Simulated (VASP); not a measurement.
Write the native input for VASP 6.6.1 that does the following.

```
Task                   : single point
Functional             : PBEsol
Potentials or basis    : VASP PAW PBE potentials, release 64 (Ta_pv, N)
Cutoff                 : 520 eV
k mesh                 : 24 × 24 × 20
Occupations            : gaussian, width 0.15 eV
Spin                   : no spin polarisation
Dipole correction      : no
Further INCAR settings : ALGO = Normal; EDIFF = 1e-06; NBANDS = 15
```

The structure of TaN lies in POSCAR:

```
TaN
1.0
    2.9239890447      0.0000000000      0.0913746576
   -1.4619945224      2.5322487931     -0.0456873288
    0.0897102388      0.0000000000      2.8707276427
Ta N
1 1
Direct
    0.3333333333      0.6666666667      0.5000000000
    0.0000000000      0.0000000000      0.0000000000
```

This cell differs from its parent crystal: strain +0.0625 x Voigt [0, 0, 0, 0, 1, 0].

One way to write it, as run:

INCAR

```
PREC = Accurate
ENCUT = 520
EDIFF = 1E-6
ISMEAR = 0
SIGMA = 0.15
LREAL = F
LASPH = T
NELM = 100
ALGO = Normal
ISIF = 2
LWAVE = F
LCHARG = F
GGA = PS
NBANDS = 15
```

KPOINTS

```
Automatic mesh
0
Gamma
  24 24 20
```

Potentials or basis: VASP PAW PBE potentials, release 64 (Ta_pv, N).

Launch:

```bash
$ cat potpaw_PBE.64/Ta_pv/POTCAR potpaw_PBE.64/N/POTCAR > POTCAR
$ mpirun -np 1 vasp_std > vasp.out
```

It gave:

```yaml
Pressure: 2.5 GPa
Largest_force: 0.103 eV/Å
Band_gap_on_the_k_mesh: zero (band 8 reaches 8.61 eV, above the bottom of band 9 at 8.15 eV)
```

Caveat: the cell differs from its parent crystal (strain +0.0625 x Voigt [0, 0, 0, 0, 1, 0]); the PAW data sets were made with another functional, which shifts forces and pressure a little; spin-orbit coupling is left out, which moves the levels of the heavy elements.

It took 17 min on 1 thread of Oxide Virtual Turin-like Processor (shared host), peak memory 0.96 GiB.
